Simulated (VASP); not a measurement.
# AlN (rocksalt type) (Fm-3m) in VASP: further runs, part 2 of 2

VASP 6.6.1. Earlier steps stand in the parts before.

## 4. Single point, LDA (volume scaled by 0.8)

Input file INCAR:

```
SYSTEM = AlN
PREC     = Accurate       ! precision mode
ENCUT    = 520            ! plane-wave cutoff, eV
EDIFF    = 1E-7           ! SCF threshold, eV
ISMEAR   = -1             ! smearing method
SIGMA    = 0.1            ! smearing width, eV
LREAL    = .FALSE.        ! projectors in reciprocal space
LASPH    = .TRUE.         ! aspherical terms in the spheres
NELM     = 60             ! most SCF steps
ALGO     = Normal         ! electronic algorithm
ISIF     = 2              ! what is computed and relaxed
LWAVE    = .FALSE.        ! write WAVECAR
LCHARG   = .TRUE.         ! write CHGCAR
LELF     = .TRUE.         ! ELF
LVHAR    = .TRUE.       
NBANDS   = 11             ! bands
```

Input file KPOINTS:

```
regular mesh
0
G
  15 15 15
  0 0 0
```

Input file POSCAR:

```
AlN
1.0
    0.0000000000      1.8617124576      1.8617124576
    1.8617124576      0.0000000000      1.8617124576
    1.8617124576      1.8617124576      0.0000000000
Al N
1 1
Direct
    0.0000000000      0.0000000000      0.0000000000
    0.5000000000      0.5000000000      0.5000000000
```

Potentials or basis: VASP PAW LDA potentials, release 64 (Al, N).

On the command line:

```console
cat potpaw_LDA.64/Al/POTCAR potpaw_LDA.64/N/POTCAR > POTCAR
mpirun -np 1 vasp_std > vasp.out
```

OUTCAR:

```text
SYSTEM = AlN
   PREC = Accurate
   ENCUT = 520
   EDIFF = 1E-7
   ISMEAR = -1
   LREAL = .FALSE.
   LASPH = .TRUE.
   NELM = 60
   ISIF = 2

 ion  position               nearest neighbor table
   1  0.000  0.000  0.000-   2 1.86   2 1.86   2 1.86   2 1.86   2 1.86   2 1.86
   2  0.500  0.500  0.500-   1 1.86   1 1.86   1 1.86   1 1.86   1 1.86   1 1.86

  LATTYP: Found a face centered cubic cell.
 ALAT       =     3.7234249152

  Lattice vectors:

 A1 = (   0.0000000000,   1.8617124576,   1.8617124576)
 A2 = (   1.8617124576,   0.0000000000,   1.8617124576)
 A3 = (   1.8617124576,   1.8617124576,   0.0000000000)

Analysis of symmetry for initial positions (statically):
=====================================================================
 Subroutine PRICEL returns:
 Original cell was already a primitive cell.

 Routine SETGRP: Setting up the symmetry group for a
 face centered cubic supercell.

 Subroutine GETGRP returns: Found 48 space group operations
 (whereof 48 operations were pure point group operations)
 out of a pool of 48 trial point group operations.

The static configuration has the point symmetry O_h .

Analysis of symmetry for dynamics (positions and initial velocities):
[... 163 lines left out ...]
 Fermi energy:        15.1670122066

 k-point     1 :       0.0000    0.0000    0.0000
  band No.  band energies     occupation
      1      -6.5876      2.00000
      2      13.2914      2.00000
      3      13.2914      2.00000
      4      13.2914      2.00000
      5      23.1147      0.00000
      6      26.0333      0.00000
      7      26.0333      0.00000
      8      26.0333      0.00000
      9      31.9885      0.00000
     10      32.7731      0.00000
     11      32.7731      0.00000
[... 309 lines left out ...]
 k-point    24 :       0.2000    0.1333    0.0000
  band No.  band energies     occupation
      1      -5.5734      2.00000
      2      10.6348      2.00000
      3      12.1115      2.00000
      4      12.1800      2.00000
      5      22.6016      0.00000
      6      24.6620      0.00000
      7      27.6439      0.00000
      8      28.3712      0.00000
      9      28.9261      0.00000
     10      33.4785      0.00000
     11      36.9983      0.00000

 [... further k-points ...]
[... 5 lines left out ...]
  --------------------------------------------------------------------------------------
  -------------------------------------------------------------------------------------
  Total        7.8562300      7.8562300      7.8562300      0.0000000      0.0000000      0.0000000
  in kB      975.3420774    975.3420774    975.3420774      0.0000000      0.0000000      0.0000000
  external PRESSURE =     975.3420774 kB  Pullay stress =       0.0000000 kB

 VOLUME and BASIS-vectors are now :
 -----------------------------------------------------------------------------
  energy-cutoff  :      520.00
  volume of cell :       12.91
      direct lattice vectors                 reciprocal lattice vectors
     0.000000000  1.861712458  1.861712458    -0.268569938  0.268569938  0.268569938
     1.861712458  0.000000000  1.861712458     0.268569938 -0.268569938  0.268569938
     1.861712458  1.861712458  0.000000000     0.268569938  0.268569938 -0.268569938

 POSITION                                       TOTAL-FORCE (eV/Angst)
 -----------------------------------------------------------------------------------
      0.00000      0.00000      0.00000        -0.000000     -0.000000     -0.000000
      1.86171      1.86171      1.86171         0.000000      0.000000      0.000000
 -----------------------------------------------------------------------------------
    total drift:                                0.000000      0.000000      0.000000

  FREE ENERGIE OF THE ION-ELECTRON SYSTEM (eV)
  ---------------------------------------------------
  free  energy   TOTEN  =       -15.4026586717 eV

  energy  without entropy=      -15.4026586715  energy(sigma->0) =      -15.40265867
```

OSZICAR:

```text
N       E                     dE             d eps       ncg     rms          rms(c)
DAV:   1     0.886836318683E+01    0.88684E+01   -0.42962E+03  2742   0.639E+02
DAV:   2    -0.171868559557E+02   -0.26055E+02   -0.25055E+02  3169   0.138E+02
DAV:   3    -0.176768956738E+02   -0.49004E+00   -0.48925E+00  3162   0.160E+01
DAV:   4    -0.176781090211E+02   -0.12133E-02   -0.12133E-02  2910   0.978E-01
DAV:   5    -0.176781141037E+02   -0.50825E-05   -0.50834E-05  3087   0.586E-02    0.914E+00
DAV:   6    -0.155079441374E+02    0.21702E+01   -0.75320E+00  2781   0.158E+01    0.356E+00
DAV:   7    -0.154226633973E+02    0.85281E-01   -0.30295E-01  3047   0.354E+00    0.207E+00
DAV:   8    -0.154027647567E+02    0.19899E-01   -0.10761E-02  2808   0.984E-01    0.306E-01
DAV:   9    -0.154026653490E+02    0.99408E-04   -0.47321E-04  3030   0.134E-01    0.174E-01
DAV:  10    -0.154026590399E+02    0.63090E-05   -0.17380E-05  2882   0.299E-02    0.214E-02
DAV:  11    -0.154026586733E+02    0.36662E-06   -0.78775E-07  3039   0.584E-03    0.336E-03
DAV:  12    -0.154026586717E+02    0.16195E-08   -0.37911E-08  1611   0.158E-03
   1 F= -.15402659E+02 E0= -.15402659E+02  d E =-.155765E-09
```

It took 21 s on 1 thread of AMD EPYC 7R43 (Zen 3), shared host; peak memory 0.08 GiB.

Results:

```
Free energy            : -15.4027 eV
Pressure               : 97.5 GPa
Band gap on the k mesh : 4.65 eV, indirect (least direct gap 8.13 eV)
```

## 5. Summary

| cell | gap on the mesh (eV) | pressure (GPa) |
| --- | --- | --- |
| a = 2.444 Å, angles 60.0°, 2 atoms | 3.80 | 298.7 |
| a = 2.542 Å, angles 60.0°, 2 atoms | 4.29 | 175.6 |
| a = 2.633 Å, angles 60.0°, 2 atoms | 4.65 | 97.5 |

Alike in all rows: task single point; level LDA; potentials or basis VASP PAW LDA potentials, release 64 (Al, N); no spin polarisation; k mesh 15 × 15 × 15; cutoff (eV) 520; smearing fermi-dirac 0.1 eV.

Total energies depend on the potentials used, so only differences within one code and one set of settings carry meaning.
